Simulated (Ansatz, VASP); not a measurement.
## Two plane-wave programs on BeS

File POSCAR:

```
BeS
1.0
    0.0000000000      2.4200000000      2.4200000000
    2.4200000000      0.0000000000      2.4200000000
    2.4200000000      2.4200000000      0.0000000000
Be S
1 1
Direct
    0.0000000000      0.0000000000      0.0000000000
    0.2500000000      0.2500000000      0.2500000000
```

Contents of INCAR.step1:

```
SYSTEM = BeS
PREC     = Accurate       ! precision mode
ENCUT    = 660            ! plane-wave cutoff, eV
ISMEAR   = 0              ! smearing method
SIGMA    = 0.1            ! smearing width, eV
LREAL    = .False.        ! projectors in reciprocal space
LASPH    = .True.         ! aspherical terms in the spheres
NELM     = 120            ! most SCF steps
NBANDS   = 11             ! bands
GGA      = PE             ! functional
ALGO     = Normal         ! electronic algorithm
EDIFF    = 1E-5           ! SCF threshold, eV
LWAVE    = .True.         ! write WAVECAR
LCHARG   = .False.        ! write CHGCAR
GGA_COMPAT= .False.
```

Contents of INCAR.step2:

```
SYSTEM = BeS
PREC     = Accurate       ! precision mode
ENCUT    = 660            ! plane-wave cutoff, eV
EDIFF    = 1E-6           ! SCF threshold, eV
ISMEAR   = 0              ! smearing method
SIGMA    = 0.1            ! smearing width, eV
LREAL    = .False.        ! projectors in reciprocal space
LASPH    = .True.         ! aspherical terms in the spheres
NELM     = 120            ! most SCF steps
ALGO     = Normal         ! electronic algorithm
ISIF     = 2              ! what is computed and relaxed
LWAVE    = .False.        ! write WAVECAR
LCHARG   = .False.        ! write CHGCAR
METAGGA  = R2SCAN         ! meta-GGA
LMIXTAU  = .True.       
NBANDS   = 11             ! bands
ISTART   = 1            
GGA_COMPAT= .False.
```

File KPOINTS:

```
Automatic mesh
0
Gamma
  6 6 6
  0 0 0
```

Input for Ansatz:

```yaml
crystal:
  lattice:
    - [0.0, 2.42, 2.42]
    - [2.42, 0.0, 2.42]
    - [2.42, 2.42, 0.0]
  atoms:
    - { symbol: Be, position: [0.0, 0.0, 0.0] }
    - { symbol: S, position: [0.25, 0.25, 0.25] }
basis:
  ecutwfc: 500
kpoints:
  mp_grid: { grid: [6, 6, 6] }
hamiltonian:
  xc: r2scan
  pseudopotentials: { kind: paw, azcp: { folder: soft_1 } }
scf:
  occupations: { method: gaussian, width: 0.1 }
output:
  forces: true
  stress: true
  eigenvalues: true
```

Alike in both runs: task single point; functional r2SCAN; k mesh 6 × 6 × 6; occupations gaussian, width 0.1 eV; no spin polarisation.

```csv
,VASP,Ansatz
version,VASP 6.6.1,Ansatz 0.2.0
potentials or method,"VASP PAW PBE potentials, release 64 (Be, S), cutoff 660 eV","scalar-relativistic, plane waves, PAW"
valence electrons in the cell,8,8
```

|  | VASP | Ansatz | Ansatz less VASP |
| --- | --- | --- | --- |
| gap on the k mesh at the Fermi level (eV) | 3.56 | 3.55 | -0.009 |
| least direct gap on the mesh (eV) | 6.25 | 6.22 | -0.032 |
| pressure (GPa) | 2.1 | 1.8 | -0.33 |

VASP's potentials were made for PBE, not for r2SCAN. With one functional, cell and mesh, what is left measures potentials, basis and numerics.
